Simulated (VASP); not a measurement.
# WS2 in VASP: single point with PBE+D3(BJ)

Aim: the single point of WS2 with PBE+D3(BJ).

Everything below comes from runs of VASP 6.6.1. Logs are shortened: lines on timing, memory, paths and dates and some standing lists are left out, and cuts for length are marked.

### 1 The cell of the first run

The cell holds a slab with vacuum, 6 atoms: a = 3.160 Å, b = 3.160 Å, c = 23.804 Å, α = 90.00°, β = 90.00°, γ = 120.00°.

### 2 Single point, PBE+D3(BJ)

File INCAR:

```
PREC = Accurate
ENCUT = 400
EDIFF = 1E-6
ISMEAR = 0
SIGMA = 0.05
LREAL = F
LASPH = T
NELM = 120
ALGO = Normal
ISIF = 2
LWAVE = F
LCHARG = F
LDIPOL = T
IDIPOL = 3
DIPOL = 0.5 0.5 0.394
GGA = PE
IVDW = 12
NBANDS = 35
GGA_COMPAT = F
NELMDL = -8
```

File KPOINTS:

```
regular mesh
0
Gamma
  9 9 1
```

File POSCAR:

```
WS2
1.0
    3.1595456682      0.0000000000      0.0000000000
   -1.5797728341      2.7362468131      0.0000000000
    0.0000000000      0.0000000000     23.8042574330
S W
4 2
Direct
    0.3333333333      0.6666666667      0.1890418137
    0.3333333333      0.6666666667      0.3214605092
    0.3333333333      1.0000000000      0.4659724735
    0.3333333333      1.0000000000      0.5983911690
    0.6666666667      0.3333333333      0.2552511584
    0.0000000000      1.3333333333      0.5321818182
```

Potentials or basis: VASP PAW PBE potentials, release 64 (S, W_sv).

The run is started by

```sh
cat potpaw_PBE.64/S/POTCAR potpaw_PBE.64/W_sv/POTCAR > POTCAR
mpirun -np 1 vasp_std > vasp.out
```

OUTCAR:

```text
PREC = Accurate
   ENCUT = 400
   EDIFF = 1E-6
   ISMEAR = 0
   LREAL = F
   LASPH = T
   NELM = 120
   ISIF = 2
   GGA = PE
   IVDW = 12
   NELMDL = -8
 IVDW          = 12

 ion  position               nearest neighbor table
   1  0.333  0.667  0.189-   5 2.41   5 2.41   5 2.41
   2  0.333  0.667  0.321-   5 2.41   5 2.41   5 2.41
   3  0.333  0.000  0.466-   6 2.41   6 2.41   6 2.41
   4  0.333  0.000  0.598-   6 2.41   6 2.41   6 2.41
   5  0.667  0.333  0.255-   1 2.41   1 2.41   1 2.41   2 2.41   2 2.41   2 2.41
   6  0.000  0.333  0.532-   3 2.41   3 2.41   3 2.41   4 2.41   4 2.41   4 2.41

  LATTYP: Found a hexagonal cell.
 ALAT       =     3.1595456682
 C/A-ratio  =     7.5340760770

  Lattice vectors:

 A1 = (   3.1595456682,   0.0000000000,   0.0000000000)
 A2 = (  -1.5797728341,   2.7362468131,   0.0000000000)
 A3 = (   0.0000000000,   0.0000000000,  23.8042574330)

Analysis of symmetry for initial positions (statically):
=====================================================================
 Subroutine PRICEL returns:
 Original cell was already a primitive cell.

 Routine SETGRP: Setting up the symmetry group for a
 hexagonal supercell.

 Subroutine GETGRP returns: Found  2 space group operations
 (whereof  1 operations were pure point group operations)
 out of a pool of 24 trial point group operations.

The static configuration has the point symmetry C_1 .
 The point group associated with its full space group is S_2 .

Analysis of symmetry for dynamics (positions and initial velocities):
=====================================================================
 Subroutine PRICEL returns:
 Original cell was already a primitive cell.

 Routine SETGRP: Setting up the symmetry group for a
 hexagonal supercell.

 Subroutine GETGRP returns: Found  2 space group operations
 (whereof  1 operations were pure point group operations)
 out of a pool of 24 trial point group operations.

The dynamic configuration has the point symmetry C_1 .
 The point group associated with its full space group is S_2 .

 Subroutine INISYM returns: Found  2 space group operations
 (whereof  1 operations are pure point group operations),
 and found     1 'primitive' translations

----------------------------------------------------------------------------------------

                                     Primitive cell

  volume of cell :     205.7949

  direct lattice vectors                    reciprocal lattice vectors
[... 105 lines left out ...]
   PSTRESS=    0.0 pullay stress
   NELECT =      52.0000    total number of electrons
   NUPDOWN=      -1.0000    fix difference up-down
   EMIN   =  10.00;   EMAX   =-10.00  energy-range for DOS
   EFERMI =   0.00;   METHOD = LEGACY
   ISMEAR =     0;   SIGMA  =   0.05  broadening in eV -4-tet -1-fermi 0-gaus
   EFERMI_NEDOS =   21; number of points for ismear=-14 and -15
   IALGO  =     38    algorithm
   IMIX   =      4    mixing-type and parameters
     AMIX     =   0.40;   BMIX     =  1.00
     AMIX_MAG =   1.60;   BMIX_MAG =  1.00
  volume/ion in A,a.u.               =      34.30       231.46
  Fermi-wavevector in a.u.,A,eV,Ry     =   1.034978  1.955825 14.574280  1.071179
  Thomas-Fermi vector in A             =   2.169299
   LORBIT       =      0    0 simple, 1 ext, 2 COOP (PROOUT), +10 PAW based schemes
   GGA     = PE    functional components
   LHFCALC =     F    Hartree Fock is set to
   AEXX    =    0.0000 exact exchange contribution
   IVDW    =    12    specifies the selected vdW correction
   LEPSILON=     F    determine dielectric tensor
   LRPA    =     F    only Hartree local field effects (RPA)
 non-spin polarized calculation
 Gauss-broadening in eV      SIGMA  =   0.05
  energy-cutoff  :      400.00
  volume of cell :      205.79
 maximum number of plane-waves:      3765
 NGX is ok and might be reduce to    24
   NGX = 11   NGY = 11   NGZ = 77

 dipolmoment           0.000000      0.000000      0.000000 electrons x Angstroem

 number of electron      51.9999995 magnetization

 dipolmoment           0.000000      0.000000     -0.000002 electrons x Angstroem

 Free energy of the ion-electron system (eV)
  ---------------------------------------------------
  ext. energy  EPLUGINS =         0.00000000
  ---------------------------------------------------
  free energy    TOTEN  =       -47.30652342 eV

  energy without entropy =      -47.30652342  energy(sigma->0) =      -47.30652342

 E-fermi :   1.3824     XC(G=0):  -6.1651

 val. band max:        0.9957944125   @ k =   0.0000   0.0000   0.0000
 cond. band min:       2.7357167286   @ k =   0.3333  -0.1111   0.0000
 fundamental gap:      1.7399223161
 Fermi energy:         1.3824473897

 k-point     1 :       0.0000    0.0000    0.0000
  band No.  band energies     occupation
      1     -73.1928      2.00000
      2     -73.1928      2.00000
      3     -37.4444      2.00000
      4     -37.4443      2.00000
      5     -37.2693      2.00000
      6     -37.2693      2.00000
[... 901 lines left out ...]
     34       5.5896      0.00000
     35       7.0869      0.00000

 [... further k-points ...]

------------------------ aborting loop because EDIFF is reached ----------------------------------------

 vacuum level on the upper side and lower side of the slab       (xc-potential included)        -0.216        -0.216

 Edisp (eV)   -2.11484

 E8    (eV) :    -0.9183

  FORCE on cell =-STRESS in cart. coord.  units (eV):
  Direction    XX          YY          ZZ          XY          YZ          ZX
  --------------------------------------------------------------------------------------
  -------------------------------------------------------------------------------------
  Total      -0.21463    -0.21765    -0.48297    -0.02877     0.13014    -0.04614
  in kB      -1.67093    -1.69446    -3.76010    -0.22399     1.01314    -0.35923
  external pressure =       -2.38 kB  Pullay stress =        0.00 kB

 VOLUME and BASIS-vectors are now :
 -----------------------------------------------------------------------------
  energy-cutoff  :      400.00
  volume of cell :      205.79
      direct lattice vectors                 reciprocal lattice vectors
     3.159545668  0.000000000  0.000000000     0.316501201  0.182732054  0.000000000
    -1.579772834  2.736246813  0.000000000     0.000000000  0.365464108  0.000000000
     0.000000000  0.000000000 23.804257433     0.000000000  0.000000000  0.042009292

 POSITION                                       TOTAL-FORCE (eV/Angst)
 -----------------------------------------------------------------------------------
     -0.00000      1.82416      4.50000         0.000810      0.001193      0.003605
     -0.00000      1.82416      7.65213         0.009040     -0.021248      0.025253
      1.05318      0.00000     11.09213        -0.009040      0.021248     -0.025253
      1.05318      0.00000     14.24426        -0.000810     -0.001193     -0.003605
      1.57977      0.91208      6.07606         0.001152     -0.010378      0.042792
     -0.52659      0.91208     12.66819        -0.001152      0.010378     -0.042792
 -----------------------------------------------------------------------------------
    total drift:                                0.000000     -0.000000     -0.000284

  FREE ENERGIE OF THE ION-ELECTRON SYSTEM (eV)
  ---------------------------------------------------
  free  energy   TOTEN  =       -49.4213655530 eV

  energy  without entropy=      -49.4213655530  energy(sigma->0) =      -49.42136555

 vacuum level on the upper side and lower side of the slab         6.320         6.320
```

OSZICAR:

```text
N       E                     dE             d eps       ncg     rms          rms(c)
DAV:   1     0.427297222056E+03    0.42730E+03   -0.25195E+04  3422   0.109E+03
DAV:   2    -0.200909541732E+02   -0.44739E+03   -0.43375E+03  3573   0.316E+02
DAV:   3    -0.491596604705E+02   -0.29069E+02   -0.28708E+02  3649   0.795E+01
[... 17 lines left out ...]
DAV:  21    -0.473064708830E+02   -0.23781E-04   -0.25253E-06  2585   0.548E-03    0.621E-03
DAV:  22    -0.473065009706E+02   -0.30088E-04   -0.11301E-06  2453   0.370E-03    0.488E-03
DAV:  23    -0.473065121776E+02   -0.11207E-04   -0.31995E-07  2302   0.197E-03    0.323E-03
DAV:  24    -0.473065228235E+02   -0.10646E-04   -0.88647E-07  2362   0.228E-03    0.151E-03
DAV:  25    -0.473065234173E+02   -0.59387E-06   -0.53177E-08  1919   0.106E-03
   1 F= -.49421366E+02 E0= -.49421366E+02  d E =-.372399E-29
```

stdout:

```text
POSCAR found type information on POSCAR S W
 POSCAR found :  2 types and       6 ions
 scaLAPACK will be used
 LDA part: xc-table for (Slater+PW92), standard interpolation
 POSCAR, INCAR and KPOINTS ok, starting setup
 FFT: planning ... GRIDC
 FFT: planning ... GRID_SOFT
 FFT: planning ... GRID
 WAVECAR not read
 entering main loop
```

It took 8 min on 1 thread of Intel Xeon 8259CL, shared host; peak memory 0.39 GiB.

What came out:

* Free energy: -49.4214 eV
* Largest force: 0.044 eV/Å
* Band gap on the k mesh: 1.74 eV (least direct gap 1.91 eV)
* Dispersion energy per atom: -0.352 eV

Forces on the atoms (eV/Å):
```
S    0.001  0.001  0.004
S    0.009 -0.021  0.025
S   -0.009  0.021 -0.025
S   -0.001 -0.001 -0.004
W    0.001 -0.010  0.043
W   -0.001  0.010 -0.043
```

Caveat: spin-orbit coupling is left out, which moves the levels of the heavy elements.
